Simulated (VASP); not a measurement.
A run of VASP 6.6.1 is set up as follows.

INCAR

```
SYSTEM = Si4Ru
  PREC = Accurate
  ENCUT = 520
  EDIFF = 1E-6
  ISMEAR = 0
  SIGMA = 0.1
  LREAL = .FALSE.
  LASPH = .TRUE.
  NELM = 150
  ALGO = Normal
  ISIF = 2
  LWAVE = .FALSE.
  LCHARG = .FALSE.
  ISPIN = 2
  MAGMOM = 0 0 0 0 1
  LORBIT = 11
  LMAXMIX = 4
  GGA = PE
  NBANDS = 27
```

File KPOINTS:

```
regular mesh
0
G
  4 4 4
  0 0 0
```

File POSCAR:

```
Si4Ru
1.0
    0.0000000000      3.4171255651      3.4171255651
    3.4171255651      0.0000000000      3.4171255651
    3.4171255651      3.4171255651      0.0000000000
Si Ru
4 1
Direct
    0.8755316635      0.3734050096      0.8755316635
    0.8755316635      0.8755316635      0.8755316635
    0.3734050096      0.8755316635      0.8755316635
    0.8755316635      0.8755316635      0.3734050096
    0.5000000000      0.5000000000      0.5000000000
```

Potentials or basis: VASP PAW PBE potentials, release 64 (Si, Ru_pv).

Launch:

```bash
$ cat potpaw_PBE.64/Si/POTCAR potpaw_PBE.64/Ru_pv/POTCAR > POTCAR
$ mpirun -np 1 vasp_std > vasp.out
```

Problem. Predict the largest force.

Solution. 0.042 eV/Å.

Problem. What does it give for the net moment?

Solution. 0.00 μB per cell.

Problem. Predict the band gap on the k mesh.

Solution. Zero (filled and empty bands overlap).

Forces on the atoms (eV/Å):
```
Si  -0.024  0.024 -0.024
Si   0.024  0.024  0.024
Si   0.024 -0.024 -0.024
Si  -0.024 -0.024  0.024
Ru   0.000  0.000  0.000
```

Caveat: the k points lie up to 0.40 Å⁻¹ apart, too coarse for converged energies and pressures of a metal.
